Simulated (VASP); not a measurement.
Ti:

```
Ti
1.0
    -1.64100    1.64100    1.64100
     1.64100   -1.64100    1.64100
     1.64100    1.64100   -1.64100
Ti
1
Direct
  0.00000 0.00000 0.00000
```

This isn't the form of Ti at room conditions, which is hcp.

- Program: VASP 6.6.1
- Task: relaxation of cell and atoms
- Functional: PBEsol-based global hybrid with 25 % exact exchange
- Potentials or basis: VASP PAW PBE potentials, release 64 (Ti_sv)
- Cutoff: 600 eV
- k mesh: 6 × 6 × 6
- Occupations: fermi-dirac, width 0.05 eV
- Spin: no spin polarisation

At the start: pressure -6.2 GPa; volume 17.68 Å³/atom.

Task: Where does the relaxation end?

Result: Over 3 steps the energy falls by 17.7 meV/atom and the volume is 16.81 Å³/atom (-4.9 %); space group Im-3m (No. 229, to 0.1 Å) before and after.

The path:
| step | energy change (eV) | largest force (eV/Å) | pressure (GPa) | volume (Å³) |
| --- | --- | --- | --- | --- |
| 1 | 0.0000 | 0.0000 | -6.24 | 17.68 |
| 2 | 0.0002 | 0.0000 | 7.13 | 15.97 |
| 3 | -0.0177 | 0.0000 | 0.05 | 16.81 |

Final structure:
```
CELL_PARAMETERS angstrom
-1.61366 1.61366 1.61366
1.61366 -1.61366 1.61366
1.61366 1.61366 -1.61366
ATOMIC_POSITIONS crystal
Ti 0.00000 0.00000 0.00000
```

Caveat: the k points lie up to 0.46 Å⁻¹ apart in the final cell, too coarse for converged energies and pressures of a metal; the PAW data sets were made with another functional, which shifts forces and pressure a little.
